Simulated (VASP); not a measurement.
Runs of VASP 6.6.1 on Ti. The structure is that of space group P6_3/mmc (No. 194), or close to it. The cells are those of the table. 

```tsv
task	level	potentials or basis	spin	cell	k mesh	cutoff (eV)	smearing	grid for exact exchange (PRECFOCK)	share of exact exchange	screening parameter	gap on the mesh (eV)	pressure (GPa)	relaxed volume (Å³/atom)
single point	PBE	VASP PAW PBE potentials, release 64 (Ti_sv)	off	a = 2.950, b = 2.950, c = 4.680 Å, angles 90.0, 90.0, 120.0°, 2 atoms	10 × 10 × 6	500	fermi-dirac 0.025 eV	-	-	-	none	-1.7	-
single point	PBEsol-based global hybrid with 25 % exact exchange	VASP PAW PBE potentials, release 64 (Ti_sv)	off	a = 2.930, b = 2.930, c = 4.649 Å, angles 90.0, 90.0, 120.0°, 2 atoms	5 × 5 × 3	520	fermi-dirac 0.05 eV	Normal	0.25	-	none	-5.5	-
single point	LDA	VASP PAW LDA potentials, release 64 (Ti_sv)	collinear	a = 2.870, b = 2.870, c = 4.522 Å, angles 90.0, 90.0, 120.0°, 2 atoms	10 × 10 × 6	520	fermi-dirac 0.025 eV	-	-	-	none	(b)	-
single point	B3LYP	VASP PAW PBE potentials, release 64 (Ti_sv)	off	a = 2.942, b = 2.942, c = 4.636 Å, angles 90.0, 90.0, 120.0°, 2 atoms	5 × 5 × 3	520	fermi-dirac 0.05 eV	Normal	0.2	-	none	(c)	-
relaxation of cell and atoms	LDA	VASP PAW LDA potentials, release 64 (Ti_sv)	off	relaxed from a = 2.950, b = 2.950, c = 4.680 Å, angles 90.0, 90.0, 120.0°, 2 atoms	10 × 10 × 6	600	fermi-dirac 0.05 eV	-	-	-	none	0.0	16.06
single point	PBE-based screened hybrid with 25 % exact exchange	VASP PAW PBE potentials, release 64 (Ti_sv)	off	a = 2.950, b = 2.950, c = 4.680 Å, angles 90.0, 90.0, 120.0°, 2 atoms	5 × 5 × 3	520	fermi-dirac 0.05 eV	Normal	0.25	0.3 1/Å	none	-3.8	-
single point	PBEsol	VASP PAW PBE potentials, release 64 (Ti_sv)	off	a = 2.904, b = 2.904, c = 4.580 Å, angles 90.0, 90.0, 120.0°, 2 atoms	10 × 10 × 6	520	fermi-dirac 0.05 eV	-	-	-	none	-0.3	-
single point	r2SCAN50	VASP PAW PBE potentials, release 64 (Ti_sv)	off	a = 2.950, b = 2.950, c = 4.680 Å, angles 90.0, 90.0, 120.0°, 2 atoms	5 × 5 × 3	520	fermi-dirac 0.05 eV	Normal	0.5	-	none	-5.8	-
relaxation of cell and atoms	PBEsol+D4	VASP PAW PBE potentials, release 64 (Ti_sv)	off	relaxed from a = 2.950, b = 2.950, c = 4.680 Å, angles 90.0, 90.0, 120.0°, 2 atoms	10 × 10 × 6	600	fermi-dirac 0.05 eV	-	-	-	none	0.0	16.52
relaxation of cell and atoms	PBEsol	VASP PAW PBE potentials, release 64 (Ti_sv)	off	relaxed from a = 2.950, b = 2.950, c = 4.680 Å, angles 90.0, 90.0, 120.0°, 2 atoms	10 × 10 × 6	600	fermi-dirac 0.05 eV	-	-	-	none	0.0	16.68
single point	PBEsol+D3(BJ)	VASP PAW PBE potentials, release 64 (Ti_sv)	off	a = 2.950, b = 2.950, c = 4.680 Å, angles 90.0, 90.0, 120.0°, 2 atoms	10 × 10 × 6	520	fermi-dirac 0.05 eV	-	-	-	none	(a)	-
relaxation of cell and atoms	RPBE	VASP PAW PBE potentials, release 64 (Ti_sv)	off	relaxed from a = 2.950, b = 2.950, c = 4.680 Å, angles 90.0, 90.0, 120.0°, 2 atoms	10 × 10 × 6	600	fermi-dirac 0.05 eV	-	-	-	none	0.0	17.86
```

Q: Estimate the missing entries.

A: (a) -11.4; (b) -0.5; (c) -0.7.

Caveats: some runs use coarse meshes; the PAW data sets were made with another functional, which shifts forces and pressure a little (at least some runs); three body term missing (at least some runs); the cell stands under tension (at least some runs).

A gap of «none» marks levels without a gap at the run's occupations.
